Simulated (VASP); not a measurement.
GeCl3: single point with PBE

The system is GeCl3.

```xyz
4
Lattice="-3.1096 3.1096 2.5627 3.1096 -3.1096 2.5627 3.1096 3.1096 -2.5627" Properties=species:S:1:pos:R:3 pbc="T T T"
Ge    0.0000    0.0000    2.5627
Cl    0.0000    3.1096    1.2813
Cl    3.1096    0.0000    1.2813
Cl    0.0000    0.0000    0.0000
```

The cell was generated, and may not be a known phase.

| Item | Value |
| --- | --- |
| Program | VASP 6.6.1 |
| Task | single point |
| Functional | PBE |
| Potentials or basis | VASP PAW PBE potentials, release 64 (Ge_d, Cl) |
| Cutoff | 520 eV |
| k mesh | 12 × 12 × 12 |
| Occupations | gaussian, width 0.1 eV |
| Spin | no spin polarisation |
| Dipole correction | no |
| Further INCAR settings | ALGO = Normal; EDIFF = 1e-06; NBANDS = 26 |

The pressure is -0.1 GPa. The band gap on the k mesh is zero (an odd number of electrons rules out a gap without spin polarisation).

Levels at points of the mesh, in eV from the Fermi level:
| k point | band 14 | band 15 | band 16 | band 17 | band 18 | band 19 | band 20 | band 21 |
| --- | --- | --- | --- | --- | --- | --- | --- | --- |
| (0.00, 0.00, 0.00) | -2.14 | -2.14 | -1.91 | -1.91 | 1.22 | 1.22 | 1.44 | 4.81 |
| (0.50, 0.00, 0.00) | -2.73 | -2.71 | -2.24 | -1.46 | -1.31 | 0.47 | 1.57 | 1.65 |
| (0.50, 0.50, 0.00) | -3.09 | -2.76 | -1.71 | -1.65 | 1.14 | 1.28 | 1.47 | 6.07 |
| (0.50, 0.50, 0.50) | -1.78 | -1.78 | -1.54 | -1.54 | 1.49 | 1.86 | 1.86 | 5.72 |

Run time: 7 min on 1 thread of Intel(R) Xeon(R) Platinum 8259CL CPU @ 2.50GHz (Skylake/Cascade Lake), on a shared host, peak memory 0.49 GiB.

Caveat: an odd number of electrons without spin polarisation forces a metal; a magnetic or distorted state may lie lower.
